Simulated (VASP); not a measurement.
Set up this calculation in VASP 6.6.1, as the native input.

- Task: relaxation of cell and atoms
- Functional: BLYP
- Potentials or basis: VASP PAW PBE potentials, release 64 (Re)
- Cutoff: 600 eV
- k mesh: 5 × 5 × 5
- Occupations: fermi-dirac, width 0.1 eV
- Spin: no spin polarisation
- Dipole correction: no
- Further INCAR settings: ALGO = Normal; EDIFF = 1e-07; IBRION = 2; EDIFFG = -0.01; NSW = 80; ISIF = 3

The structure of Re lies in POSCAR:

```
Re
1.0
    4.9008704344      0.0000000000      0.0000000000
    0.0000000000      4.9008704344      0.0000000000
    0.0000000000      0.0000000000      4.9008704344
Re
8
Direct
    0.0000000000      0.0000000000      0.0000000000
    0.5000000000      0.5000000000      0.5000000000
    0.2500000000      0.0000000000      0.5000000000
    0.7500000000      0.0000000000      0.5000000000
    0.5000000000      0.2500000000      0.0000000000
    0.5000000000      0.7500000000      0.0000000000
    0.0000000000      0.5000000000      0.2500000000
    0.0000000000      0.5000000000      0.7500000000
```

The input as run:

INCAR

```
PREC = Accurate
ENCUT = 600
EDIFF = 1E-7
ISMEAR = -1
SIGMA = 0.1
LREAL = F
LASPH = T
NELM = 60
ALGO = Normal
ISIF = 3
LWAVE = F
LCHARG = F
GGA = B5
ALDAX = 1.0
AGGAX = 1.0
AGGAC = 1.0
ALDAC = 0.0
IBRION = 2
NSW = 80
EDIFFG = -0.01
```

KPOINTS

```
Automatic mesh
0
Gamma
  5 5 5
```

Potentials or basis: VASP PAW PBE potentials, release 64 (Re).

Command:

```console
$ cat potpaw_PBE.64/Re/POTCAR > POTCAR
$ mpirun -np 1 vasp_std > vasp.out
```

It gave:

The relaxed volume is 15.86 Å³/atom, the relaxed cell is a = 5.025 Å, b = 5.025 Å, c = 5.025 Å, α = 90.00°, β = 90.00°, γ = 90.00° and the space group after relaxing (to 0.1 Å) is Pm-3n (No. 223). The pressure after relaxing is 0.1 GPa and the band gap on the k mesh is zero (bands 28 and 29 overlap by 0.45 eV).

Caveat: the PAW data sets were made with another functional, which shifts forces and pressure a little; spin-orbit coupling is left out, which moves the levels of the heavy elements.

Run time: 24 min on 1 thread of Intel(R) Xeon(R) Platinum 8259CL CPU @ 2.50GHz (Skylake/Cascade Lake), on a shared host, peak memory 0.26 GiB.
